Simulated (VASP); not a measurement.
Set up this calculation in VASP 6.6.1, as the native input.

```
Task                   : single point
Functional             : PBE
Potentials or basis    : VASP PAW PBE potentials, release 64 (Ba_sv)
Cutoff                 : 520 eV
k mesh                 : 9 × 9 × 9
Occupations            : fermi-dirac, width 0.3 eV
Spin                   : no spin polarisation
Dipole correction      : no
Further INCAR settings : ALGO = Normal; EDIFF = 1e-07; NBANDS = 11
```

The structure of Ba lies in POSCAR:

```
Ba
1.0
   -2.5124914082      2.5124914082      2.5124914082
    2.5124914082     -2.5124914082      2.5124914082
    2.5124914082      2.5124914082     -2.5124914082
Ba
1
Direct
    0.0000000000      0.0000000000      0.0000000000
```

The input as run:

INCAR

```
ALGO = Normal ; EDIFF = 1E-7
ENCUT = 520 ; GGA = PE
ISIF = 2 ; ISMEAR = -1
LASPH = True ; LCHARG = False
LREAL = False ; LWAVE = False
NBANDS = 11 ; NELM = 60
PREC = Accurate ; SIGMA = 0.3
```

KPOINTS

```
k-points
0
Gamma
  9 9 9
```

Potentials or basis: VASP PAW PBE potentials, release 64 (Ba_sv).

Command:

```bash
$ cat potpaw_PBE.64/Ba_sv/POTCAR > POTCAR
$ mpirun -np 1 vasp_std > vasp.out
```

Results of the run:

| Property | Result |
| --- | --- |
| Pressure | 0.4 GPa |
| Band gap on the k mesh | zero (band 5 reaches 2.08 eV, above the bottom of band 6 at 1.18 eV) |

Caveat: spin-orbit coupling is left out, which moves the levels of the heavy elements.

Run time: 16 s on 1 thread of Intel(R) Xeon(R) Platinum 8259CL CPU @ 2.50GHz (Skylake/Cascade Lake), with other jobs on the host, peak memory 0.18 GiB.
